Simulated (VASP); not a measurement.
Input of a VASP 6.6.1 run:

Contents of INCAR:

```
PREC     = Accurate       # precision mode
ENCUT    = 520            # plane-wave cutoff, eV
EDIFF    = 1E-6           # SCF threshold, eV
ISMEAR   = 0              # smearing method
SIGMA    = 0.05           # smearing width, eV
LREAL    = Auto         
LASPH    = True           # aspherical terms in the spheres
NELM     = 100            # most SCF steps
ALGO     = Normal         # electronic algorithm
ISIF     = 2              # what is computed and relaxed
LWAVE    = False          # write WAVECAR
LCHARG   = False          # write CHGCAR
NBANDS   = 48             # bands
```

Contents of KPOINTS:

```
regular mesh
0
Gamma
  2 2 2
```

The input POSCAR:

```
Si
1.0
    0.0000000000      5.4300000000      5.4300000000
    5.4300000000      0.0000000000      5.4300000000
    5.4300000000      5.4300000000      0.0000000000
Si
17
Direct
   -0.0158169429      0.0473786372     -0.0156508287
    0.1260615101      0.1330755064      0.1262228361
    0.0103776243     -0.0073520258      0.4986153775
    0.1260611418      0.1330729282      0.6149000000
    0.0090385820      0.5048719153      0.0092013812
    0.1094852670      0.6714802947      0.1096443831
    0.0090415285      0.5048702578      0.4771420810
    0.1484232044      0.6208075506      0.6155084715
    0.4984524862     -0.0073499079      0.0105399632
    0.6147342541      0.1330760589      0.1262230203
    0.4984536832     -0.0073516575      0.4986148250
    0.6410403315      0.0768097606      0.6412038674
    0.4769832413      0.5048721915      0.0092014733
    0.6153475138      0.6208119705      0.1485918969
    0.5156472376      0.4529864641      0.5158127993
    0.6153559853      0.6208088398      0.6155047882
    0.8117596685      0.5646390424      0.8119320442
```

Potentials or basis: VASP PAW LDA potentials, release 64 (Si).

Command:

```bash
$ cat potpaw_LDA.64/Si/POTCAR > POTCAR
$ mpirun -np 1 vasp_std > vasp.out
```

(1) What does it give for the largest force?

(2) What does it give for the pressure?

(3) Predict the band gap on the k mesh.

Results:

(1) 0.006 eV/Å.

(2) 1.4 GPa.

(3) zero (bands 34 and 35 overlap by 0.03 eV).

Caveat: the k points lie up to 0.50 Å⁻¹ apart.
